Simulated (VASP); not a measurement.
# Al (Cmce) in VASP: notebook

The runs below take Al through single point, relaxation of cell and atoms, with r2SCAN.

Program: VASP 6.6.1. These are calculated values, not measurements. Logs are shortened: lines on timing, memory, paths and dates and some standing lists are left out, and cuts for length are marked.

**1. The cell of the first run**

It takes space group Cmce (No. 64, orthorhombic). The conventional cell has a = 3.202 Å, b = 10.157 Å, c = 4.237 Å, α = 90.00°, β = 90.00°, γ = 90.00°. Al (site symmetry m) has 3 Al at 2.10 to 2.13 Å within 2.8 Å.

**2. Single point, r2SCAN**

Contents of POSCAR:

```
Al
1.0
    1.6009902679     -5.0786700341      0.0000000000
    1.6009902679      5.0786700341      0.0000000000
    0.0000000000      0.0000000000      4.2370618570
Al
4
Direct
    0.0980000000      0.9020000000      0.9100000000
    0.5980000000      0.4020000000      0.5900000000
    0.9020000000      0.0980000000      0.0900000000
    0.4020000000      0.5980000000      0.4100000000
```

Contents of INCAR.step1:

```
SYSTEM = Al
  PREC = Accurate
  ENCUT = 520
  ISMEAR = 0
  SIGMA = 0.1
  LREAL = .FALSE.
  LASPH = .TRUE.
  NELM = 80
  NBANDS = 14
  GGA = PE
  ALGO = Normal
  EDIFF = 1E-4
  LWAVE = .TRUE.
  LCHARG = .FALSE.
```

Contents of INCAR.step2:

```
SYSTEM = Al
  PREC = Accurate
  ENCUT = 520
  EDIFF = 1E-6
  ISMEAR = 0
  SIGMA = 0.1
  LREAL = .FALSE.
  LASPH = .TRUE.
  NELM = 80
  ALGO = Normal
  ISIF = 2
  LWAVE = .FALSE.
  LCHARG = .FALSE.
  METAGGA = R2SCAN
  LMIXTAU = .TRUE.
  NBANDS = 14
  ISTART = 1
```

Contents of KPOINTS:

```
Automatic mesh
0
G
  6 6 4
  0 0 0
```

Potentials or basis: VASP PAW PBE potentials, release 64 (Al).

On the command line:

```console
$ cat potpaw_PBE.64/Al/POTCAR > POTCAR
$ cp INCAR.step1 INCAR
$ mpirun -np 1 vasp_std > vasp.out
$ cp INCAR.step2 INCAR
$ mpirun -np 1 vasp_std > vasp.out
```

OUTCAR:

```text
SYSTEM = Al
   PREC = Accurate
   ENCUT = 520
   EDIFF = 1E-6
   ISMEAR = 0
   LREAL = .FALSE.
   LASPH = .TRUE.
   NELM = 80
   ISIF = 2
   METAGGA = R2SCAN
   ISTART = 1

 ion  position               nearest neighbor table
   1  0.098  0.902  0.910-   2 2.10   2 2.10   3 2.13   2 3.30   2 3.30   4 3.32   4 3.32   4 3.32
                             4 3.32
   2  0.598  0.402  0.590-   1 2.10   1 2.10   4 2.13   1 3.30   1 3.30   3 3.32   3 3.32   3 3.32
                             3 3.32
   3  0.902  0.098  0.090-   4 2.10   4 2.10   1 2.13   4 3.30   4 3.30   2 3.32   2 3.32   2 3.32
                             2 3.32
   4  0.402  0.598  0.410-   3 2.10   3 2.10   2 2.13   3 3.30   3 3.30   1 3.32   1 3.32   1 3.32
                             1 3.32

  LATTYP: Found a base centered orthorhombic cell.
 ALAT       =     3.2019805358
 B/A-ratio  =     3.1722054381
 C/A-ratio  =     1.3232628399

  Lattice vectors:

 A1 = (   1.6009902679,  -5.0786700341,   0.0000000000)
 A2 = (   1.6009902679,   5.0786700341,   0.0000000000)
 A3 = (   0.0000000000,   0.0000000000,   4.2370618570)

Analysis of symmetry for initial positions (statically):
=====================================================================
 Subroutine PRICEL returns:
 Original cell was already a primitive cell.

 Routine SETGRP: Setting up the symmetry group for a
 base centered orthorhombic supercell.

 Subroutine GETGRP returns: Found  8 space group operations
 (whereof  4 operations were pure point group operations)
 out of a pool of  8 trial point group operations.

The static configuration has the point symmetry C_2h.
 The point group associated with its full space group is D_2h.

Analysis of symmetry for dynamics (positions and initial velocities):
=====================================================================
 Subroutine PRICEL returns:
 Original cell was already a primitive cell.

 Routine SETGRP: Setting up the symmetry group for a
 base centered orthorhombic supercell.

 Subroutine GETGRP returns: Found  8 space group operations
 (whereof  4 operations were pure point group operations)
 out of a pool of  8 trial point group operations.

The dynamic configuration has the point symmetry C_2h.
 The point group associated with its full space group is D_2h.

 Subroutine INISYM returns: Found  8 space group operations
 (whereof  4 operations are pure point group operations),
 and found     1 'primitive' translations

----------------------------------------------------------------------------------------

                                     Primitive cell

  volume of cell :      68.9023

  direct lattice vectors                    reciprocal lattice vectors
     1.600990268 -5.078670034  0.000000000     0.312306708 -0.098450972  0.000000000
     1.600990268  5.078670034  0.000000000     0.312306708  0.098450972  0.000000000
     0.000000000  0.000000000  4.237061857     0.000000000  0.000000000  0.236012603

  length of vectors
     5.325040765  5.325040765  4.237061857     0.327456980  0.327456980  0.236012603

  position of ions in fractional coordinates (direct lattice)
     0.098000000  0.902000000  0.910000000
     0.598000000  0.402000000  0.590000000
     0.902000000  0.098000000  0.090000000
     0.402000000  0.598000000  0.410000000

  ion indices of the primitive-cell ions
   primitive index   ion index
                 1           1
                 2           2
                 3           3
                 4           4

----------------------------------------------------------------------------------------

 KPOINTS: Automatic mesh

Automatic generation of k-mesh.
 Grid dimensions read from file:
 generate k-points for:    6    6    4

 Generating k-lattice:

  Cartesian coordinates                     Fractional coordinates (reciprocal lattice)
     0.052051118 -0.016408495  0.000000000     0.166666667  0.000000000  0.000000000
     0.052051118  0.016408495  0.000000000     0.000000000  0.166666667  0.000000000
     0.000000000  0.000000000  0.059003151     0.000000000  0.000000000  0.250000000

  Length of vectors
     0.054576163  0.054576163  0.059003151

  Shift w.r.t. Gamma in fractional coordinates (k-lattice)
     0.000000000  0.000000000  0.000000000

 Subroutine IBZKPT returns following result:
 ===========================================

 Found     39 irreducible k-points:

 Following reciprocal coordinates:
            Coordinates               Weight
  0.000000  0.000000  0.000000      1.000000
  0.166667 -0.000000  0.000000      4.000000
  0.333333 -0.000000  0.000000      4.000000
  0.500000 -0.000000  0.000000      2.000000
  0.166667  0.166667  0.000000      2.000000
  0.333333  0.166667  0.000000      4.000000
[... 16 lines left out ...]
  0.333333  0.333333  0.250000      4.000000
  0.500000  0.333333  0.250000      8.000000
 [... further k-points ...]
   k-points           NKPTS =     39   k-points in BZ     NKDIM =     39   number of bands    NBANDS=     14
   number of dos      NEDOS =    301   number of ions     NIONS =      4
   total plane-waves  NPLWV =  51200
   dimension x,y,z NGX =    40 NGY =   40 NGZ =   32
   dimension x,y,z NGXF=    80 NGYF=   80 NGZF=   64
   ions per type =               4
   NGX,Y,Z   is equivalent  to a cutoff of  12.49, 12.49, 12.56 a.u.
   NGXF,Y,Z  is equivalent  to a cutoff of  24.98, 24.98, 25.11 a.u.
 SYSTEM =  Al
   PREC   = accura    normal or accurate (medium, high low for compatibility)
   ISTART =      1    job   : 0-new  1-cont  2-samecut
   ICHARG =      0    charge: 1-file 2-atom 10-const
   ISPIN  =      1    spin polarized calculation?
   LNONCOLLINEAR =      F non collinear calculations
   LSORBIT =      F    spin-orbit coupling
   LASPH  =      T    aspherical Exc in radial PAW
   ENCUT  =  520.0 eV  38.22 Ry    6.18 a.u.   9.90  9.90  7.88*2*pi/ulx,y,z
   NELM   =     80;   NELMIN=  2; NELMDL=  0     # of ELM steps
   EDIFF  = 0.1E-05   stopping-criterion for ELM
   LREAL  =      F    real-space projection
   EDIFFG = 0.1E-04   stopping-criterion for IOM
   NSW    =      0    number of steps for IOM
   IBRION =     -1    ionic relax: 0-MD 1-quasi-New 2-CG
   NFREE  =      0    steps in history (QN), initial steepest desc. (CG)
   ISIF   =      2    stress and relaxation
[... 20 lines left out ...]
   AEXX    =    0.0000 exact exchange contribution
   IVDW    =     0    specifies the selected vdW correction
   LEPSILON=     F    determine dielectric tensor
   LRPA    =     F    only Hartree local field effects (RPA)
 non-spin polarized calculation
 Gauss-broadening in eV      SIGMA  =   0.10
  energy-cutoff  :      520.00
  volume of cell :       68.90
 maximum number of plane-waves:      1868
   NGX = 19   NGY = 19   NGZ = 15

 number of electron      12.0000000 magnetization

 Free energy of the ion-electron system (eV)
  ---------------------------------------------------
  ext. energy  EPLUGINS =         0.00000000
  ---------------------------------------------------
  free energy    TOTEN  =       -18.04395581 eV

  energy without entropy =      -18.03926122  energy(sigma->0) =      -18.04160852

 E-fermi :   7.1560     XC(G=0): -10.4042

 val. band max:        7.0792899558   @ k =   0.5000   0.3333   0.5000
 cond. band min:       7.2177976617   @ k =   0.0000   0.0000   0.2500
 fundamental gap:      0.1385077059
 Fermi energy:         7.1559545063

 k-point     1 :       0.0000    0.0000    0.0000
  band No.  band energies     occupation
      1      -4.6221      2.00000
      2       0.7596      2.00000
      3       2.4989      2.00000
      4       4.1655      2.00000
      5       4.5394      2.00000
      6       8.8849      0.00000
      7       9.0677      0.00000
      8      10.0088      0.00000
      9      10.2203      0.00000
     10      10.8164      0.00000
     11      11.1058      0.00000
     12      12.2132      0.00000
     13      14.5461      0.00000
     14      16.9794      0.00000

 k-point     2 :       0.1667   -0.0000    0.0000
  band No.  band energies     occupation
      1      -4.1731      2.00000
      2       0.8870      2.00000
      3       3.1394      2.00000
      4       4.5677      2.00000
      5       5.0438      2.00000
      6       5.7583      2.00000
      7       8.1591      0.00000
      8       9.0827      0.00000
      9      10.3525      0.00000
     10      11.5413      0.00000
     11      11.6497      0.00000
     12      13.8521      0.00000
     13      14.4934      0.00000
     14      14.7384      0.00000

 k-point     3 :       0.3333   -0.0000    0.0000
  band No.  band energies     occupation
      1      -2.8415      2.00000
      2       1.5517      2.00000
      3       2.2390      2.00000
      4       4.7116      2.00000
      5       5.2379      2.00000
      6       5.7480      2.00000
      7       6.5269      2.00000
      8       9.2978      0.00000
      9       9.6473      0.00000
     10      11.0270      0.00000
     11      11.5349      0.00000
     12      12.3321      0.00000
     13      13.8351      0.00000
     14      13.8397      0.00000

 k-point     4 :       0.5000   -0.0000    0.0000
  band No.  band energies     occupation
      1      -0.6749      2.00000
      2      -0.6749      2.00000
      3       2.9903      2.00000
      4       2.9903      2.00000
      5       6.6747      2.00000
      6       6.6747      2.00000
      7       7.7726      0.00000
      8       7.7726      0.00000
      9       9.4111      0.00000
     10       9.4111      0.00000
     11      11.7464      0.00000
     12      11.7464      0.00000
     13      12.4459      0.00000
     14      12.4459      0.00000

 k-point     5 :       0.1667    0.1667    0.0000
  band No.  band energies     occupation
      1      -2.9509      2.00000
      2       2.3360      2.00000
      3       2.3940      2.00000
      4       4.0570      2.00000
      5       4.8590      2.00000
      6       5.6604      2.00000
      7       6.1270      2.00000
      8       9.5447      0.00000
      9       9.8791      0.00000
     10      11.6894      0.00000
     11      12.3945      0.00000
[... 276 lines left out ...]
 k-point    22 :      -0.1667    0.1667    0.2500
  band No.  band energies     occupation
      1      -3.9896      2.00000
      2      -0.4306      2.00000
      3       1.5306      2.00000
      4       4.1646      2.00000
      5       5.6805      2.00000
      6       8.5348      0.00000
      7       8.7083      0.00000
      8       9.1702      0.00000
      9      11.2160      0.00000
     10      11.7358      0.00000
     11      12.0950      0.00000
     12      14.7089      0.00000
     13      14.9007      0.00000
     14      15.5843      0.00000

 k-point    23 :       0.3333    0.3333    0.2500
  band No.  band energies     occupation
      1      -1.8946      2.00000
      2       0.3899      2.00000
      3       2.3622      2.00000
      4       2.7926      2.00000
      5       4.8982      2.00000
      6       5.7552      2.00000
      7       8.8460      0.00000
      8       8.9331      0.00000
      9      10.2115      0.00000
     10      10.4068      0.00000
     11      12.5342      0.00000
     12      13.5333      0.00000
     13      13.5717      0.00000
     14      14.1880      0.00000

 k-point    24 :       0.5000    0.3333    0.2500
  band No.  band energies     occupation
      1      -3.1775      2.00000
      2      -0.7409      2.00000
      3       1.5571      2.00000
      4       3.8705      2.00000
      5       5.8283      2.00000
      6       7.9883      0.00000
      7       8.8289      0.00000
      8       9.4610      0.00000
      9      11.4650      0.00000
     10      11.9355      0.00000
     11      12.2000      0.00000
     12      13.1738      0.00000
     13      13.7809      0.00000
     14      14.7773      0.00000

 [... further k-points ...]

------------------------ aborting loop because EDIFF is reached ----------------------------------------

  FORCE on cell =-STRESS in cart. coord.  units (eV):
  Direction    XX          YY          ZZ          XY          YZ          ZX
  --------------------------------------------------------------------------------------
  -------------------------------------------------------------------------------------
  Total       24.0849114     16.5781238     19.5583441      0.0000000     -0.0000000      0.0000000
  in kB      560.0439967    385.4894269    454.7881866      0.0000000     -0.0000000      0.0000000
  external PRESSURE =     466.7738701 kB  Pullay stress =       0.0000000 kB

 VOLUME and BASIS-vectors are now :
 -----------------------------------------------------------------------------
  energy-cutoff  :      520.00
  volume of cell :       68.90
      direct lattice vectors                 reciprocal lattice vectors
     1.600990268 -5.078670034  0.000000000     0.312306708 -0.098450972  0.000000000
     1.600990268  5.078670034  0.000000000     0.312306708  0.098450972  0.000000000
     0.000000000  0.000000000  4.237061857     0.000000000  0.000000000  0.236012603

 POSITION                                       TOTAL-FORCE (eV/Angst)
 -----------------------------------------------------------------------------------
      1.60099      4.08325      3.85573         0.000000     -5.006888      5.852380
      1.60099     -0.99542      2.49987         0.000000     -5.006888     -5.852380
      1.60099     -4.08325      0.38134         0.000000      5.006888     -5.852380
      1.60099      0.99542      1.73720         0.000000      5.006888      5.852380
 -----------------------------------------------------------------------------------
    total drift:                                0.000000      0.000000     -0.000000

  FREE ENERGIE OF THE ION-ELECTRON SYSTEM (eV)
  ---------------------------------------------------
  free  energy   TOTEN  =       -18.0439558149 eV

  energy  without entropy=      -18.0392612182  energy(sigma->0) =      -18.04160852
```

It took 2.4 min on 1 thread of Intel Xeon 8259CL, shared host; peak memory 0.23 GiB.

What came out:

| Property | Result |
| --- | --- |
| Free energy | -18.0440 eV |
| Pressure | 46.7 GPa |
| Largest force | 7.702 eV/Å |
| Band gap on the k mesh | zero (bands 6 and 7 overlap by 3.76 eV) |

Forces in eV/Å, atoms in the order of the input:
```
Al   0.000 -5.007  5.852
Al   0.000 -5.007 -5.852
Al   0.000  5.007 -5.852
Al   0.000  5.007  5.852
```

Levels at points of the mesh, in eV from the Fermi level:
```tsv
k point	band 2	band 3	band 4	band 5	band 6	band 7	band 8	band 9	band 10	band 11
(0.00, 0.00, 0.00)	-6.40	-4.66	-2.99	-2.62	1.73	1.91	2.85	3.06	3.66	3.95
(0.50, 0.00, 0.00)	-7.83	-4.17	-4.17	-0.48	-0.48	0.62	0.62	2.26	2.26	4.59
(0.50, 0.50, 0.00)	-8.72	-2.94	-2.52	-1.46	0.34	1.37	2.47	3.20	3.50	4.96
(0.00, 0.00, 0.50)	-9.73	-3.64	-3.64	-2.12	-2.12	3.14	3.14	5.40	5.40	6.15
(0.50, 0.00, 0.50)	-6.02	-5.79	-5.79	-2.04	-2.04	-1.14	-1.14	3.11	3.11	4.56
(0.50, 0.50, 0.50)	-9.27	-6.12	-6.12	2.63	2.63	2.92	2.92	4.48	4.48	6.01
```

Caveat: the k points lie up to 0.37 Å⁻¹ apart, too coarse for converged energies and pressures of a metal; the PAW data sets were made with another functional, which shifts forces and pressure a little.

**3. Relaxation of cell and atoms, r2SCAN**

This run uses another cell than the first one, of 17.28 Å³/atom.

Contents of POSCAR:

```
Al
1.0
    2.6868123428     -1.7757774202      0.0000000000
    2.6868123428      1.7757774202      0.0000000000
    0.0000000000      0.0000000000      7.2438386526
Al
4
Direct
    0.8500000000      0.1500000000      0.1170000000
    0.6500000000      0.3500000000      0.6170000000
    0.1500000000      0.8500000000      0.8830000000
    0.3500000000      0.6500000000      0.3830000000
```

Contents of INCAR.step1:

```
PREC = Accurate
ENCUT = 600
ISMEAR = 0
SIGMA = 0.1
LREAL = False
LASPH = True
NELM = 80
GGA = PE
ALGO = Normal
EDIFF = 1E-4
LWAVE = True
LCHARG = False
```

Contents of INCAR.step2:

```
PREC = Accurate
ENCUT = 600
EDIFF = 1E-6
ISMEAR = 0
SIGMA = 0.1
LREAL = False
LASPH = True
NELM = 80
ALGO = Normal
ISIF = 3
LWAVE = False
LCHARG = False
METAGGA = R2SCAN
LMIXTAU = True
IBRION = 2
NSW = 90
EDIFFG = -0.04
ISTART = 1
```

Contents of KPOINTS:

```
regular mesh
0
Gamma
  6 6 4
```

Potentials or basis: VASP PAW PBE potentials, release 64 (Al).

On the command line:

```console
$ cat potpaw_PBE.64/Al/POTCAR > POTCAR
$ cp INCAR.step1 INCAR
$ mpirun -np 1 vasp_std > vasp.out
$ cp INCAR.step2 INCAR
$ mpirun -np 1 vasp_std > vasp.out
```

It took 59 min on 1 thread of Intel Xeon 8259CL, shared host; peak memory 0.24 GiB.

The run converged. Its results:

```yaml
Free_energy: -27.0254 eV
Relaxed_volume: 15.91 Å³/atom
Relaxed_cell: a = 2.823 Å, b = 2.823 Å, c = 7.984 Å, α = 90.00°, β = 90.00°, γ = 90.17°
Space_group_after_relaxing_to_0.1_Å: Fm-3m (No. 225)
Energy_gained_by_relaxing: 1256.4 meV/atom
Ionic_steps: 30
Pressure_after_relaxing: -0.1 GPa
Largest_force_after_relaxing: 0.005 eV/Å
```

Forces in eV/Å, atoms in the order of the input:
```
Al   0.000  0.002  0.004
Al   0.000 -0.002  0.004
Al   0.000 -0.002 -0.004
Al   0.000  0.002 -0.004
```

Stress tensor (GPa, compression positive):
```
-0.17  0.00  0.00
 0.00  0.02  0.00
 0.00  0.00 -0.02
```

Step by step:
```tsv
step	energy change (eV)	largest force (eV/Å)	pressure (GPa)	volume (Å³)
1	0.0000	7.7205	22.25	69.12
2	-2.5475	1.1511	-6.78	93.47
3	-2.6341	1.2130	-7.02	91.89
4	-2.7253	1.2413	-7.00	90.30
5	-3.3401	0.7617	-3.68	79.65
6	-3.2347	0.4946	0.74	75.83
7	-3.3425	0.7118	-3.09	79.03
8	-3.3434	0.6881	-2.89	78.81
9	-3.8691	0.4962	-4.75	75.76
10	-4.4492	0.3120	-4.21	70.61
11	-3.8818	0.2725	15.78	58.38
12	-4.6868	0.3672	0.23	65.86
13	-4.6939	0.3537	-1.15	66.97
14	-4.6959	0.3609	-0.82	66.69
15	-4.7608	0.2746	0.44	65.19
16	-4.7982	0.4376	3.52	62.66
17	-4.8298	0.4545	2.91	62.90
18	-4.8791	0.5668	1.34	63.55
19	-4.9210	0.4193	0.10	64.21
20	-4.9571	0.2054	-2.03	65.58
21	-4.9782	0.2078	-0.76	64.59
22	-4.9856	0.2275	0.46	63.69
23	-4.9857	0.2311	0.66	63.55
24	-4.9956	0.1973	0.57	63.54
25	-5.0166	0.1066	0.30	63.52
26	-5.0210	0.0717	0.25	63.48
27	-5.0254	0.0103	0.15	63.50
28	-5.0254	0.0081	0.15	63.50
29	-5.0255	0.0028	-0.23	63.74
30	-5.0257	0.0050	-0.06	63.63
```

Final structure:
```
CELL_PARAMETERS angstrom
1.99320 -1.99908 0.00000
1.99320 1.99908 0.00000
0.00000 0.00000 7.98420
ATOMIC_POSITIONS crystal
Al 0.75027 0.24973 0.12493
Al 0.74973 0.25027 0.62493
Al 0.24973 0.75027 0.87507
Al 0.25027 0.74973 0.37507
```

Levels at points of the mesh, in eV from the Fermi level:
```csv
k point,band 4,band 5,band 6,band 7,band 8,band 9
"(0.00, 0.00, 0.00)",-3.31,-1.73,5.40,6.11,6.13,7.83
"(0.50, 0.00, 0.00)",-5.22,-4.65,-4.65,1.21,1.21,3.06
"(0.50, 0.50, 0.00)",-1.70,-1.09,-1.08,-1.04,-1.03,-0.10
"(0.00, 0.00, 0.50)",-6.73,2.74,2.74,6.01,6.01,6.65
"(0.50, 0.00, 0.50)",-6.73,-2.01,-2.01,-2.01,-2.01,7.27
"(0.50, 0.50, 0.50)",-2.73,-1.21,-1.21,-1.14,-1.14,1.75
```

Caveat: the highest band is partly filled, so the run has too few bands; the PAW data sets were made with another functional, which shifts forces and pressure a little.

The gap in the log of VASP goes by the Fermi energy; the results here count the filled bands.